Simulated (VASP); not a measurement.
CdSe, 2 atoms in the cell. The structure is orthorhombic, space group Imm2 (No. 44). Conventional cell: a = 4.355 Å, b = 4.426 Å, c = 6.259 Å, α = 90.00°, β = 90.00°, γ = 90.00°. Cd (site symmetry mm2) has 4 Se at 2.68 to 2.71 Å within 3.5 Å. Se (site symmetry mm2) has 4 Cd at 2.68 to 2.71 Å within 3.5 Å.  This cell differs from its parent crystal: strained cell.

* Program: VASP 6.6.1
* Task: relaxation of the atoms
* Functional: PBE
* Potentials or basis: VASP PAW PBE potentials, release 64 (Cd, Se)
* Cutoff: 450 eV
* k mesh: 8 × 8 × 8
* Occupations: gaussian, width 0.02 eV
* Spin: no spin polarisation
* Dipole correction: no
* Further INCAR settings: ALGO = Normal; EDIFF = 1e-07; IBRION = 2; EDIFFG = -0.002; NSW = 60

Potentials or basis: VASP PAW PBE potentials, release 64 (Cd, Se).

Run with:

```sh
$ cat potpaw_PBE.64/Cd/POTCAR potpaw_PBE.64/Se/POTCAR > POTCAR
$ mpirun -np 1 vasp_std > vasp.out
```

Hardware: 1 thread of AMD EPYC 7R13 Processor (Zen 3), on a shared host.

Q: Estimate the wall time of this run.

A: Wall time 71 s on 1 thread of AMD EPYC 7R13 Processor (Zen 3), with other jobs on the host, peak memory 0.19 GiB. Counts: scf iterations 25, k points 95, ion steps 3.
